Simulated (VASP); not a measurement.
# Zr2ZnN2 (Cmmm) in VASP: single point with PBE

Aim: the single point of Zr2ZnN2 with PBE.

All numbers are computed with VASP 6.6.1; they aren't measurements. Logs are shortened: lines on timing, memory, paths and dates and some standing lists are left out, and cuts for length are marked.

### 1 The cell of the first run

Symmetry: Cmmm, No. 65, orthorhombic system. The conventional cell has a = 4.467 Å, b = 5.129 Å, c = 6.623 Å, α = 90.00°, β = 90.00°, γ = 90.00°. Within 2.9 Å of Zr (site symmetry mm2) lie 4 N at 2.20 Å and 1 Zr at 2.78 Å. Within 3.9 Å of Zn (site symmetry mmm) lie 8 Zr at 2.95 to 3.20 Å and 4 Zn at 3.40 Å and 8 N at 3.72 Å. N (site symmetry 2/m) has 4 Zr at 2.20 Å and 4 N at 2.23 to 2.56 Å within 2.9 Å.

### 2 Single point, PBE

INCAR

```
PREC = Accurate
ENCUT = 520
EDIFF = 1E-7
ISMEAR = 0
SIGMA = 0.1
LREAL = F
LASPH = T
NELM = 100
ALGO = Normal
ISIF = 2
LWAVE = F
LCHARG = F
GGA = PE
NBANDS = 31
```

KPOINTS

```
Automatic mesh
0
Gamma
  6 6 4
```

POSCAR

```
Zr2ZnN2
1.0
    2.2337234081     -2.5642890947      0.0000000000
    2.2337234081      2.5642890947      0.0000000000
    0.0000000000      0.0000000000      6.6227133844
Zr Zn N
2 1 2
Direct
    0.0000000000      0.0000000000      0.2899489291
    0.0000000000      0.0000000000      0.7100510709
    0.5000000000      0.5000000000      0.0000000000
    0.5000000000      0.0000000000      0.5000000000
    0.0000000000      0.5000000000      0.5000000000
```

Potentials or basis: VASP PAW PBE potentials, release 64 (Zr_sv, Zn, N).

Run with:

```sh
cat potpaw_PBE.64/Zr_sv/POTCAR potpaw_PBE.64/Zn/POTCAR potpaw_PBE.64/N/POTCAR > POTCAR
mpirun -np 1 vasp_std > vasp.out
```

OUTCAR:

```text
PREC = Accurate
   ENCUT = 520
   EDIFF = 1E-7
   ISMEAR = 0
   LREAL = F
   LASPH = T
   NELM = 100
   ISIF = 2
   GGA = PE

 ion  position               nearest neighbor table
   1  0.000  0.000  0.290-   4 2.20   5 2.20   5 2.20   4 2.20   2 2.78   3 2.95   3 2.95   3 3.20
                             3 3.20   2 3.84
   2  0.000  0.000  0.710-   4 2.20   5 2.20   5 2.20   4 2.20   1 2.78   3 2.95   3 2.95   3 3.20
                             3 3.20   1 3.84
   3  0.500  0.500  0.000-   1 2.95   2 2.95   1 2.95   2 2.95   1 3.20   2 3.20   1 3.20   2 3.20

   4  0.500  0.000  0.500-   1 2.20   2 2.20   1 2.20   2 2.20
   5  0.000  0.500  0.500-   1 2.20   2 2.20   1 2.20   2 2.20

  LATTYP: Found a base centered orthorhombic cell.
 ALAT       =     4.4674468162
 B/A-ratio  =     1.1479886388
 C/A-ratio  =     1.4824381032

  Lattice vectors:

 A1 = (   2.2337234081,  -2.5642890947,   0.0000000000)
 A2 = (   2.2337234081,   2.5642890947,   0.0000000000)
 A3 = (   0.0000000000,   0.0000000000,   6.6227133844)

Analysis of symmetry for initial positions (statically):
=====================================================================
 Subroutine PRICEL returns:
 Original cell was already a primitive cell.

 Routine SETGRP: Setting up the symmetry group for a
 base centered orthorhombic supercell.

 Subroutine GETGRP returns: Found  8 space group operations
 (whereof  8 operations were pure point group operations)
 out of a pool of  8 trial point group operations.

The static configuration has the point symmetry D_2h.

Analysis of symmetry for dynamics (positions and initial velocities):
=====================================================================
 Subroutine PRICEL returns:
 Original cell was already a primitive cell.

 Routine SETGRP: Setting up the symmetry group for a
 base centered orthorhombic supercell.

 Subroutine GETGRP returns: Found  8 space group operations
 (whereof  8 operations were pure point group operations)
 out of a pool of  8 trial point group operations.

The dynamic configuration has the point symmetry D_2h.

 Subroutine INISYM returns: Found  8 space group operations
 (whereof  8 operations are pure point group operations),
 and found     1 'primitive' translations

----------------------------------------------------------------------------------------

                                     Primitive cell

  volume of cell :      75.8686

  direct lattice vectors                    reciprocal lattice vectors
     2.233723408 -2.564289095  0.000000000     0.223841501 -0.194985815  0.000000000
     2.233723408  2.564289095  0.000000000     0.223841501  0.194985815  0.000000000
     0.000000000  0.000000000  6.622713384     0.000000000  0.000000000  0.150995512

  length of vectors
     3.400749745  3.400749745  6.622713384     0.296857686  0.296857686  0.150995512

  position of ions in fractional coordinates (direct lattice)
     0.000000000  0.000000000  0.289948929
     0.000000000  0.000000000  0.710051071
     0.500000000  0.500000000  0.000000000
     0.500000000  0.000000000  0.500000000
     0.000000000  0.500000000  0.500000000

  ion indices of the primitive-cell ions
   primitive index   ion index
                 1           1
                 2           2
                 3           3
                 4           4
                 5           5

----------------------------------------------------------------------------------------

 KPOINTS: Automatic mesh

Automatic generation of k-mesh.
 Grid dimensions read from file:
 generate k-points for:    6    6    4

 Generating k-lattice:

  Cartesian coordinates                     Fractional coordinates (reciprocal lattice)
     0.037306917 -0.032497636  0.000000000     0.166666667  0.000000000  0.000000000
     0.037306917  0.032497636  0.000000000     0.000000000  0.166666667  0.000000000
     0.000000000  0.000000000  0.037748878     0.000000000  0.000000000  0.250000000

  Length of vectors
     0.049476281  0.049476281  0.037748878

  Shift w.r.t. Gamma in fractional coordinates (k-lattice)
     0.000000000  0.000000000  0.000000000

 Subroutine IBZKPT returns following result:
 ===========================================

 Found     39 irreducible k-points:

 Following reciprocal coordinates:
            Coordinates               Weight
  0.000000  0.000000  0.000000      1.000000
  0.166667  0.000000  0.000000      4.000000
  0.333333  0.000000  0.000000      4.000000
  0.500000  0.000000  0.000000      2.000000
  0.166667  0.166667  0.000000      2.000000
  0.333333  0.166667  0.000000      4.000000
[... 16 lines left out ...]
  0.333333  0.333333  0.250000      4.000000
  0.500000  0.333333  0.250000      8.000000
 [... further k-points ...]
   k-points           NKPTS =     39   k-points in BZ     NKDIM =     39   number of bands    NBANDS=     31
   number of dos      NEDOS =    301   number of ions     NIONS =      5
   total plane-waves  NPLWV =  39200
   dimension x,y,z NGX =    28 NGY =   28 NGZ =   50
   dimension x,y,z NGXF=    56 NGYF=   56 NGZF=  100
   ions per type =               2   1   2
   NGX,Y,Z   is equivalent  to a cutoff of  13.69, 13.69, 12.55 a.u.
   NGXF,Y,Z  is equivalent  to a cutoff of  27.38, 27.38, 25.10 a.u.
 SYSTEM =  unknown system
   PREC   = accura    normal or accurate (medium, high low for compatibility)
   ISTART =      0    job   : 0-new  1-cont  2-samecut
   ICHARG =      2    charge: 1-file 2-atom 10-const
   ISPIN  =      1    spin polarized calculation?
   LNONCOLLINEAR =      F non collinear calculations
   LSORBIT =      F    spin-orbit coupling
   LASPH  =      T    aspherical Exc in radial PAW
   ENCUT  =  520.0 eV  38.22 Ry    6.18 a.u.   6.32  6.32 12.31*2*pi/ulx,y,z
   NELM   =    100;   NELMIN=  2; NELMDL= -5     # of ELM steps
   EDIFF  = 0.1E-06   stopping-criterion for ELM
   LREAL  =      F    real-space projection
   EDIFFG = 0.1E-05   stopping-criterion for IOM
   NSW    =      0    number of steps for IOM
   IBRION =     -1    ionic relax: 0-MD 1-quasi-New 2-CG
   NFREE  =      0    steps in history (QN), initial steepest desc. (CG)
   ISIF   =      2    stress and relaxation
   ISYM   =      2    0-nonsym 1-usesym 2-fastsym
   POTIM  = 0.5000    time-step for ionic-motion
   TEBEG  =    0.0;   TEEND  =   0.0 temperature during run
   PSTRESS=    0.0 pullay stress
   NELECT =      46.0000    total number of electrons
   NUPDOWN=      -1.0000    fix difference up-down
   EMIN   =  10.00;   EMAX   =-10.00  energy-range for DOS
   EFERMI =   0.00;   METHOD = LEGACY
   ISMEAR =     0;   SIGMA  =   0.10  broadening in eV -4-tet -1-fermi 0-gaus
   EFERMI_NEDOS =   21; number of points for ismear=-14 and -15
   IALGO  =     38    algorithm
   IMIX   =      4    mixing-type and parameters
     AMIX     =   0.40;   BMIX     =  1.00
     AMIX_MAG =   1.60;   BMIX_MAG =  1.00
  volume/ion in A,a.u.               =      15.17       102.40
  Fermi-wavevector in a.u.,A,eV,Ry     =   1.385607  2.618417 26.121909  1.919906
  Thomas-Fermi vector in A             =   2.510001
   LORBIT       =      0    0 simple, 1 ext, 2 COOP (PROOUT), +10 PAW based schemes
   GGA     = PE    functional components
   LHFCALC =     F    Hartree Fock is set to
   AEXX    =    0.0000 exact exchange contribution
   IVDW    =     0    specifies the selected vdW correction
   LEPSILON=     F    determine dielectric tensor
   LRPA    =     F    only Hartree local field effects (RPA)
 non-spin polarized calculation
 Gauss-broadening in eV      SIGMA  =   0.10
  energy-cutoff  :      520.00
  volume of cell :       75.87
 maximum number of plane-waves:      2073
 NGX is ok and might be reduce to    28
   NGX = 13   NGY = 13   NGZ = 25

 number of electron      45.9999992 magnetization

 Free energy of the ion-electron system (eV)
  ---------------------------------------------------
  ext. energy  EPLUGINS =         0.00000000
  ---------------------------------------------------
  free energy    TOTEN  =       -36.96884113 eV

  energy without entropy =      -36.95933219  energy(sigma->0) =      -36.96408666

 E-fermi :   6.8732     XC(G=0): -11.2842

 val. band max:        6.8552554149   @ k =  -0.3333   0.3333   0.5000
 cond. band min:       6.8992942615   @ k =   0.5000   0.0000   0.0000
 fundamental gap:      0.0440388466
 Fermi energy:         6.8731873676

 k-point     1 :       0.0000    0.0000    0.0000
  band No.  band energies     occupation
      1     -42.0017      2.00000
      2     -41.8743      2.00000
      3     -20.7433      2.00000
      4     -19.9505      2.00000
      5     -19.9453      2.00000
      6     -19.7927      2.00000
[... 23 lines left out ...]
     30      10.9349      0.00000
     31      11.6501      0.00000

 k-point     2 :       0.1667    0.0000    0.0000
  band No.  band energies     occupation
      1     -41.9949      2.00000
      2     -41.8681      2.00000
      3     -20.7195      2.00000
      4     -20.0598      2.00000
      5     -19.9408      2.00000
      6     -19.8748      2.00000
[... 23 lines left out ...]
     30      10.7059      0.00000
     31      11.7418      0.00000

 k-point     3 :       0.3333    0.0000    0.0000
  band No.  band energies     occupation
      1     -41.9812      2.00000
      2     -41.8556      2.00000
      3     -20.6672      2.00000
      4     -20.2793      2.00000
      5     -20.0465      2.00000
      6     -19.9273      2.00000
[... 23 lines left out ...]
     30      11.1552      0.00000
     31      11.8373      0.00000

 k-point     4 :       0.5000    0.0000    0.0000
  band No.  band energies     occupation
      1     -41.9743      2.00000
      2     -41.8493      2.00000
      3     -20.6344      2.00000
      4     -20.3920      2.00000
      5     -20.1303      2.00000
      6     -19.9205      2.00000
[... 23 lines left out ...]
     30      11.7595      0.00000
     31      11.8269      0.00000

 k-point     5 :       0.1667    0.1667    0.0000
  band No.  band energies     occupation
      1     -41.9879      2.00000
      2     -41.8617      2.00000
      3     -20.6937      2.00000
      4     -20.0681      2.00000
      5     -20.0416      2.00000
      6     -19.8712      2.00000
[... 23 lines left out ...]
     30      10.9028      0.00000
     31      11.8326      0.00000
[... 542 lines left out ...]
     30      11.6865      0.00000
     31      12.3286      0.00000

 k-point    22 :      -0.1667    0.1667    0.2500
  band No.  band energies     occupation
      1     -41.9872      2.00000
      2     -41.8632      2.00000
      3     -20.6797      2.00000
      4     -20.0637      2.00000
      5     -20.0268      2.00000
      6     -19.8765      2.00000
[... 23 lines left out ...]
     30      11.3462      0.00000
     31      11.8541      0.00000

 k-point    23 :       0.3333    0.3333    0.2500
  band No.  band energies     occupation
      1     -41.9600      2.00000
      2     -41.8383      2.00000
      3     -20.5756      2.00000
      4     -20.2970      2.00000
      5     -20.1966      2.00000
      6     -20.0530      2.00000
[... 23 lines left out ...]
     30      11.9425      0.00000
     31      11.9612      0.00000

 k-point    24 :       0.5000    0.3333    0.2500
  band No.  band energies     occupation
      1     -41.9536      2.00000
      2     -41.8324      2.00000
      3     -20.5506      2.00000
      4     -20.3746      2.00000
      5     -20.2063      2.00000
      6     -20.1192      2.00000
[... 23 lines left out ...]
     30      11.7465      0.00000
     31      11.9357      0.00000

 [... further k-points ...]

------------------------ aborting loop because EDIFF is reached ----------------------------------------

  FORCE on cell =-STRESS in cart. coord.  units (eV):
  Direction    XX          YY          ZZ          XY          YZ          ZX
  --------------------------------------------------------------------------------------
  -------------------------------------------------------------------------------------
  Total       -0.0382020      0.0903544      0.1450359     -0.0000000      0.0000000      0.0000000
  in kB       -0.8067418      1.9080851      3.0628353     -0.0000000      0.0000000      0.0000000
  external PRESSURE =       1.3880596 kB  Pullay stress =       0.0000000 kB

 VOLUME and BASIS-vectors are now :
 -----------------------------------------------------------------------------
  energy-cutoff  :      520.00
  volume of cell :       75.87
      direct lattice vectors                 reciprocal lattice vectors
     2.233723408 -2.564289095  0.000000000     0.223841501 -0.194985815  0.000000000
     2.233723408  2.564289095  0.000000000     0.223841501  0.194985815  0.000000000
     0.000000000  0.000000000  6.622713384     0.000000000  0.000000000  0.150995512

 POSITION                                       TOTAL-FORCE (eV/Angst)
 -----------------------------------------------------------------------------------
      0.00000      0.00000      1.92025         0.000000      0.000000     -0.006971
      0.00000      0.00000      4.70246        -0.000000      0.000000      0.006971
      2.23372      0.00000      0.00000         0.000000     -0.000000      0.000000
      1.11686     -1.28214      3.31136         0.000000      0.000000      0.000000
      1.11686      1.28214      3.31136         0.000000      0.000000      0.000000
 -----------------------------------------------------------------------------------
    total drift:                                0.000000      0.000000      0.000000

  FREE ENERGIE OF THE ION-ELECTRON SYSTEM (eV)
  ---------------------------------------------------
  free  energy   TOTEN  =       -36.9688411329 eV

  energy  without entropy=      -36.9593321894  energy(sigma->0) =      -36.96408666
```

It took 86 s on 1 thread of Intel Xeon Platinum 8259CL at 2.50GHz (Skylake/Cascade Lake), shared host; peak memory 0.23 GiB.

What came out:

* Free energy: -36.9688 eV
* Pressure: 0.1 GPa
* Largest force: 0.007 eV/Å
* Band gap on the k mesh: zero (band 23 reaches 8.06 eV, above the bottom of band 24 at 6.28 eV)

Forces on the atoms (eV/Å):
```
Zr   0.000  0.000 -0.007
Zr   0.000  0.000  0.007
Zn   0.000  0.000  0.000
N    0.000  0.000  0.000
N    0.000  0.000  0.000
```

Stress tensor (GPa, compression positive):
```
-0.08  0.00  0.00
 0.00  0.19  0.00
 0.00  0.00  0.31
```

Levels at points of the mesh, in eV from the Fermi level:
| k point | band 20 | band 21 | band 22 | band 23 | band 24 | band 25 | band 26 | band 27 |
| --- | --- | --- | --- | --- | --- | --- | --- | --- |
| (0.00, 0.00, 0.00) | -4.16 | -1.23 | -0.90 | 0.99 | 1.73 | 1.75 | 2.91 | 3.47 |
| (0.50, 0.00, 0.00) | -3.14 | -2.23 | -1.85 | -1.42 | 0.03 | 1.39 | 2.34 | 3.38 |
| (0.50, 0.50, 0.00) | -1.50 | -1.47 | -1.32 | -0.76 | -0.60 | 1.65 | 2.50 | 2.75 |
| (0.00, 0.00, 0.50) | -3.71 | -1.93 | -0.86 | 1.18 | 1.88 | 1.95 | 2.03 | 2.65 |
| (0.50, 0.00, 0.50) | -3.09 | -2.19 | -1.54 | -1.43 | -0.08 | 1.64 | 1.94 | 2.88 |
| (0.50, 0.50, 0.50) | -2.58 | -1.29 | -0.76 | -0.24 | 0.89 | 1.66 | 2.02 | 2.56 |
